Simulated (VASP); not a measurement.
# Tl8Br7 (a cell with a defect) in VASP: further runs, part 2 of 2

VASP 6.6.1.

## (3) Single point, PBE

File INCAR:

```
SYSTEM = Tl8Br7
PREC     = Accurate       ! precision mode
ENCUT    = 520            ! plane-wave cutoff, eV
EDIFF    = 1E-6           ! SCF threshold, eV
ISMEAR   = -1             ! smearing method
SIGMA    = 0.1            ! smearing width, eV
LREAL    = Auto         
LASPH    = .TRUE.         ! aspherical terms in the spheres
NELM     = 60             ! most SCF steps
ALGO     = Normal         ! electronic algorithm
ISIF     = 2              ! what is computed and relaxed
LWAVE    = .FALSE.        ! write WAVECAR
LCHARG   = .TRUE.         ! write CHGCAR
GGA      = PE             ! functional
LELF     = .TRUE.         ! ELF
LVHAR    = .TRUE.       
NBANDS   = 90             ! bands
```

File KPOINTS:

```
Automatic mesh
0
G
  2 2 2
  0 0 0
```

File POSCAR:

```
Tl8Br7
1.0
    8.0015780000      0.0000000000      0.0000000000
    0.0000000000      8.0015780000      0.0000000000
    0.0000000000      0.0000000000      8.0015780000
Tl Br
8 7
Direct
    0.0029569167      0.0026132345      0.0026855953
    0.0016922912      0.0026237325      0.4989112148
    0.0113986266      0.4980376371      0.0135468279
    0.0124920359      0.4981477404      0.4905607369
    0.4992663947      0.0027579560      0.0036941463
    0.4980522592      0.0028200687      0.5001944616
    0.4885208893      0.4982580936      0.0123148209
    0.4896267961      0.4984081890      0.4894658279
    0.2505513288      0.2383129928      0.2516218676
    0.2507742848      0.2470526439      0.7517653393
    0.2506238145      0.7685835219      0.2515198877
    0.2504367264      0.7517091004      0.7515180131
    0.7505333323      0.2471624972      0.2514004113
    0.7506426857      0.7517529667      0.2517082256
    0.7506344374      0.3312735313      0.7514578999
```

Potentials or basis: VASP PAW PBE potentials, release 64 (Tl_d, Br).

Run with:

```
cat potpaw_PBE.64/Tl_d/POTCAR potpaw_PBE.64/Br/POTCAR > POTCAR
mpirun -np 1 vasp_std > vasp.out
```

OUTCAR:

```text
SYSTEM = Tl8Br7
   PREC = Accurate
   ENCUT = 520
   EDIFF = 1E-6
   ISMEAR = -1
   LREAL = Auto
   LASPH = .TRUE.
   NELM = 60
   ISIF = 2
   GGA = PE

 ion  position               nearest neighbor table
   1  0.003  0.003  0.003-  11 3.38   9 3.38  10 3.43  13 3.45  12 3.46   3 3.97   2 3.97   5 3.97
                             5 4.03   2 4.03   3 4.04
   2  0.002  0.003  0.499-  11 3.38   9 3.38  13 3.43  10 3.45  14 3.46   4 3.97   1 3.97   6 3.97
                             6 4.03   1 4.03   4 4.04
   3  0.011  0.498  0.014-  15 3.25   9 3.41  11 3.46  13 3.47   4 3.82   7 3.82   1 3.97   1 4.04

   4  0.012  0.498  0.491-  15 3.25   9 3.41  11 3.46   3 3.82   8 3.82   2 3.97   2 4.04
   5  0.499  0.003  0.004-  11 3.38   9 3.38  13 3.43  10 3.44  14 3.47   7 3.97   1 3.97   6 3.97
                             6 4.03   1 4.03   7 4.04
   6  0.498  0.003  0.500-  11 3.38   9 3.38  10 3.43  13 3.44  12 3.47   8 3.97   2 3.97   5 3.97
                             5 4.03   2 4.03   8 4.04
   7  0.489  0.498  0.012-  15 3.25   9 3.41  11 3.46  10 3.46   3 3.82   8 3.82   5 3.97   5 4.04

   8  0.490  0.498  0.489-  15 3.25   9 3.41  11 3.46   4 3.82   7 3.82   6 3.97   6 4.04
   9  0.251  0.238  0.252-   6 3.38   2 3.38   5 3.38   1 3.38   4 3.41   3 3.41   8 3.41   7 3.41

  10  0.251  0.247  0.752-   6 3.43   1 3.43   5 3.44   2 3.45   7 3.46
  11  0.251  0.769  0.252-   6 3.38   2 3.38   1 3.38   5 3.38   8 3.46   7 3.46   4 3.46   3 3.46

  12  0.250  0.752  0.752-   1 3.46   6 3.47
  13  0.751  0.247  0.251-   2 3.43   5 3.43   6 3.44   1 3.45   3 3.47
  14  0.751  0.752  0.252-   2 3.46   5 3.47
  15  0.751  0.331  0.751-   4 3.25   3 3.25   7 3.25   8 3.25

  LATTYP: Found a simple cubic cell.
 ALAT       =     8.0015780000

  Lattice vectors:

 A1 = (   8.0015780000,   0.0000000000,   0.0000000000)
 A2 = (   0.0000000000,   8.0015780000,   0.0000000000)
 A3 = (   0.0000000000,   0.0000000000,   8.0015780000)

Analysis of symmetry for initial positions (statically):
[... 168 lines left out ...]
 maximum number of plane-waves:     13854
 NGX is ok and might be reduce to    60
   NGX = 29   NGY = 29   NGZ = 29

 number of electron     152.9999982 magnetization

 Free energy of the ion-electron system (eV)
  ---------------------------------------------------
  ext. energy  EPLUGINS =         0.00000000
  ---------------------------------------------------
  free energy    TOTEN  =       -40.33645514 eV

  energy without entropy =      -40.25979424  energy(sigma->0) =      -40.29812469

 E-fermi :   4.1335     XC(G=0):  -8.5817

 val. band max:        3.8220608183   @ k =   0.0000   0.0000   0.0000
 cond. band min:       4.1871727549   @ k =   0.0000   0.0000   0.0000
 fundamental gap:      0.3651119366
 Fermi energy:         4.1335424361

 k-point     1 :       0.0000    0.0000    0.0000
  band No.  band energies     occupation
      1     -11.8849      2.00000
      2     -11.6218      2.00000
      3     -11.5535      2.00000
      4     -11.5029      2.00000
      5     -11.4462      2.00000
      6     -11.3931      2.00000
[... 717 lines left out ...]
     87       6.4819      0.00000
     88       6.5326      0.00000
 [bands above 88 left out]

------------------------ aborting loop because EDIFF is reached ----------------------------------------

  FORCE on cell =-STRESS in cart. coord.  units (eV):
  Direction    XX          YY          ZZ          XY          YZ          ZX
  --------------------------------------------------------------------------------------
  -------------------------------------------------------------------------------------
  Total        2.1606015      2.1290068      2.1650085     -0.0033488     -0.0001146      0.0041583
  in kB        6.7570687      6.6582593      6.7708510     -0.0104729     -0.0003583      0.0130047
  external PRESSURE =       6.7287263 kB  Pullay stress =       0.0000000 kB

 VOLUME and BASIS-vectors are now :
 -----------------------------------------------------------------------------
  energy-cutoff  :      520.00
  volume of cell :      512.30
      direct lattice vectors                 reciprocal lattice vectors
     8.001578000  0.000000000  0.000000000     0.124975349  0.000000000  0.000000000
     0.000000000  8.001578000  0.000000000     0.000000000  0.124975349  0.000000000
     0.000000000  0.000000000  8.001578000     0.000000000  0.000000000  0.124975349

 POSITION                                       TOTAL-FORCE (eV/Angst)
 -----------------------------------------------------------------------------------
      0.02366      0.02091      0.02149        -0.009995      0.021230     -0.007072
      0.01354      0.02099      3.99208        -0.006171      0.020609      0.009856
      0.09121      3.98509      0.10840        -0.018081      0.006180     -0.019979
      0.09996      3.98597      3.92526        -0.018893      0.005925      0.017686
      3.99492      0.02207      0.02956         0.006638      0.020719     -0.007836
      3.98520      0.02256      4.00234         0.008789      0.020168      0.007099
      3.90894      3.98685      0.09854         0.019576      0.005097     -0.018086
      3.91779      3.98805      3.91650         0.018055      0.004239      0.019733
      2.00481      1.90688      2.01337         0.001733      0.032994      0.005767
      2.00659      1.97681      6.01531        -0.001476      0.003244     -0.000931
      2.00539      6.14988      2.01256         0.000461      0.023027     -0.002178
      2.00389      6.01486      6.01333        -0.000284     -0.012792     -0.001953
      6.00545      1.97769      2.01160        -0.000146      0.004757      0.001262
      6.00633      6.01521      2.01406        -0.000689     -0.011752     -0.001838
      6.00626      2.65071      6.01285         0.000481     -0.143643     -0.001530
 -----------------------------------------------------------------------------------
    total drift:                                0.005646      0.013861      0.004776

  FREE ENERGIE OF THE ION-ELECTRON SYSTEM (eV)
  ---------------------------------------------------
  free  energy   TOTEN  =       -40.3364551421 eV

  energy  without entropy=      -40.2597942394  energy(sigma->0) =      -40.29812469
```

stdout:

```text
POSCAR found type information on POSCAR TlBr
 POSCAR found :  2 types and      15 ions
 scaLAPACK will be used
 LDA part: xc-table for (Slater+PW92), standard interpolation
 POSCAR, INCAR and KPOINTS ok, starting setup
 FFT: planning ... GRIDC
 FFT: planning ... GRID_SOFT
 FFT: planning ... GRID
 WAVECAR not read
 entering main loop
```

Wall time 7.9 min (1 thread of Intel Xeon 6975P-C, shared host); peak memory 0.61 GiB.

What came out:

- Free energy: -40.3365 eV
- Pressure: 0.7 GPa
- Largest force: 0.144 eV/Å

Forces in eV/Å, atoms in the order of the input:
```
Tl  -0.010  0.021 -0.007
Tl  -0.006  0.021  0.010
Tl  -0.018  0.006 -0.020
Tl  -0.019  0.006  0.018
Tl   0.007  0.021 -0.008
Tl   0.009  0.020  0.007
Tl   0.020  0.005 -0.018
Tl   0.018  0.004  0.020
Br   0.002  0.033  0.006
Br  -0.001  0.003 -0.001
Br   0.000  0.023 -0.002
Br   0.000 -0.013 -0.002
Br   0.000  0.005  0.001
Br  -0.001 -0.012 -0.002
Br   0.000 -0.144 -0.002
```

Levels at points of the mesh, in eV from the Fermi level:
```
           k point  band 72  band 73  band 74  band 75  band 76  band 77  band 78  band 79  band 80  band 81
(0.00, 0.00, 0.00)    -2.99    -2.95    -2.49    -2.34    -2.33    -0.81    -0.32    -0.31     0.05     0.20
(0.50, 0.00, 0.00)    -3.07    -3.06    -3.05    -3.01    -2.97     0.25     0.47     0.77     0.95     0.96
(0.00, 0.50, 0.00)    -3.08    -3.08    -3.08    -2.90    -2.90     0.08     0.70     0.88     0.88     1.13
(0.00, 0.00, 0.50)    -3.07    -3.06    -3.05    -3.01    -2.97     0.25     0.47     0.77     0.95     0.96
(0.50, 0.50, 0.00)    -3.05    -2.93    -2.92    -2.63    -2.49     0.59     0.83     0.95     1.16     1.17
(0.00, 0.50, 0.50)    -3.05    -2.93    -2.92    -2.63    -2.49     0.59     0.83     0.95     1.16     1.17
(0.50, 0.00, 0.50)    -3.08    -2.90    -2.90    -2.56    -2.55     0.66     0.73     0.73     1.11     1.23
(0.50, 0.50, 0.50)    -2.84    -2.81    -2.75    -2.75    -2.75     0.99     1.17     1.17     1.78     1.91
```

Caveat: the k points lie up to 0.39 Å⁻¹ apart; spin-orbit coupling is left out, which moves the levels of the heavy elements; an odd number of electrons without spin polarisation forces a metal; a magnetic or distorted state may lie lower.
